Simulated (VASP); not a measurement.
Set up this calculation in VASP 6.6.1, as the native input.

* Task: single point
* Functional: r2SCAN
* Potentials or basis: VASP PAW PBE potentials, release 64 (Cd, S)
* Cutoff: 520 eV
* k mesh: 8 × 8 × 8
* Occupations: gaussian, width 0.01 eV
* Spin: no spin polarisation
* Dipole correction: no
* Further INCAR settings: ALGO = Normal; EDIFF = 1e-06; NBANDS = 16

Crystal: CdS.

```
CELL_PARAMETERS angstrom
0.00000 2.90982 2.98167
2.90982 0.00000 2.98167
2.90982 2.90982 0.00000
ATOMIC_POSITIONS crystal
Cd 0.00000 0.00000 0.00000
S 0.25000 0.25000 0.25000
```

This cell differs from its parent crystal: epitaxial xy strain -1.0%.

The input as run:

POSCAR

```
CdS
1.0
    0.0000000000      2.9098226932      2.9816746343
    2.9098226932      0.0000000000      2.9816746343
    2.9098226932      2.9098226932      0.0000000000
Cd S
1 1
Direct
    0.0000000000      0.0000000000      0.0000000000
    0.2500000000      0.2500000000      0.2500000000
```

INCAR.step1

```
SYSTEM = CdS
ALGO     = Normal         ! electronic algorithm
EDIFF    = 1E-4           ! SCF threshold, eV
ENCUT    = 520            ! plane-wave cutoff, eV
GGA      = PE             ! functional
ISMEAR   = 0              ! smearing method
LASPH    = .True.         ! aspherical terms in the spheres
LCHARG   = .False.        ! write CHGCAR
LREAL    = .False.        ! projectors in reciprocal space
LWAVE    = .True.         ! write WAVECAR
NBANDS   = 16             ! bands
NELM     = 60             ! most SCF steps
PREC     = Accurate       ! precision mode
SIGMA    = 0.01           ! smearing width, eV
```

INCAR.step2

```
SYSTEM = CdS
ALGO     = Normal         ! electronic algorithm
EDIFF    = 1E-6           ! SCF threshold, eV
ENCUT    = 520            ! plane-wave cutoff, eV
ISIF     = 2              ! what is computed and relaxed
ISMEAR   = 0              ! smearing method
ISTART   = 1            
LASPH    = .True.         ! aspherical terms in the spheres
LCHARG   = .False.        ! write CHGCAR
LMIXTAU  = .True.       
LREAL    = .False.        ! projectors in reciprocal space
LWAVE    = .False.        ! write WAVECAR
METAGGA  = R2SCAN         ! meta-GGA
NBANDS   = 16             ! bands
NELM     = 60             ! most SCF steps
PREC     = Accurate       ! precision mode
SIGMA    = 0.01           ! smearing width, eV
```

KPOINTS

```
k-points
0
Gamma
  8 8 8
  0 0 0
```

Potentials or basis: VASP PAW PBE potentials, release 64 (Cd, S).

The run is started by

```console
$ cat potpaw_PBE.64/Cd/POTCAR potpaw_PBE.64/S/POTCAR > POTCAR
$ cp INCAR.step1 INCAR
$ mpirun -np 1 vasp_std > vasp.out
$ cp INCAR.step2 INCAR
$ mpirun -np 1 vasp_std > vasp.out
```

Results of the run:

| Item | Value |
| --- | --- |
| Pressure | 0.6 GPa |
| Band gap on the k mesh | 1.53 eV |

Caveat: the cell differs from its parent crystal (epitaxial xy strain -1.0%); the PAW data sets were made with another functional, which shifts forces and pressure a little.

Wall time 56 s on 1 thread of Intel(R) Xeon(R) 6975P-C (Granite Rapids) (shared host), peak memory 0.21 GiB.
